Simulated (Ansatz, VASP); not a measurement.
# One calculation of KF, two programs

INCAR

```
PREC     = Accurate       # precision mode
ENCUT    = 600            # plane-wave cutoff, eV
EDIFF    = 1E-7           # SCF threshold, eV
ISMEAR   = 0              # smearing method
SIGMA    = 0.15           # smearing width, eV
LREAL    = F              # projectors in reciprocal space
LASPH    = T              # aspherical terms in the spheres
NELM     = 80             # most SCF steps
ALGO     = Normal         # electronic algorithm
ISIF     = 3              # what is computed and relaxed
LWAVE    = F              # write WAVECAR
LCHARG   = F              # write CHGCAR
GGA      = PE             # functional
IBRION   = 2              # ionic algorithm
NSW      = 36             # ionic steps
EDIFFG   = -0.08          # ionic threshold
```

Contents of KPOINTS:

```
regular mesh
0
Gamma
  4 4 4
```

The input POSCAR:

```
KF
1.0
    3.7965854900      0.0000000000      0.0000000000
   -1.8982927500      3.2879394800      0.0000000000
    0.0000000000      0.0000000000      3.7633049400
K F
1 1
Direct
    0.0000000000      0.0000000000      0.5000000000
    0.6666666700      0.3333333300      0.0000000000
```

Input for Ansatz:

```yaml
crystal:
  lattice:
    - [3.79658549, 0.0, 0.0]
    - [-1.89829275, 3.28793948, 0.0]
    - [0.0, 0.0, 3.76330494]
  atoms:
    - { symbol: K, position: [0.0, 0.0, 0.5] }
    - { symbol: F, position: [0.66666667, 0.33333333, 0.0] }
basis:
  ecutwfc: 420
kpoints:
  mp_grid: { grid: [4, 4, 4] }
hamiltonian:
  xc: pbe
scf:
  occupations: { method: gaussian, width: 0.15 }
  lower_state_search: "off"
output:
  forces: true
  stress: true
  eigenvalues: true
relax:
  adjacent_minimum: "off"
  f_tol: 0.08
  max_steps: 16
  cell: { stress_tol: 0.8 }
```

Change from the starting cell: species swapped into the GdTe type (P-6m2, No. 187).

Alike in both runs: task relaxation of cell and atoms; functional PBE; k mesh 4 × 4 × 4; occupations gaussian, width 0.15 eV; no spin polarisation.

```csv
,VASP,Ansatz
version,VASP 6.6.1,Ansatz 0.2.0
potentials or method,"VASP PAW PBE potentials, release 64 (K_sv, F), cutoff 600 eV","scalar-relativistic, plane waves, PAW"
valence electrons in the cell,16,16
```

|  | VASP | Ansatz | Ansatz less VASP |
| --- | --- | --- | --- |
| gap on the k mesh at the Fermi level, each at its own relaxed structure (eV) | 5.63 | 5.66 | +0.023 |
| relaxed volume (Å³/atom) | 19.83 | 19.79 | -0.040 |
| relaxed cell length with the largest relative difference (Å) | 3.697 | 3.690 | -0.0073 |

The k mesh is coarse, so the values compare programs but aren't converged. Noted on VASP's run: the volume moved by over 15 % at a fixed basis, so the end points are rough.
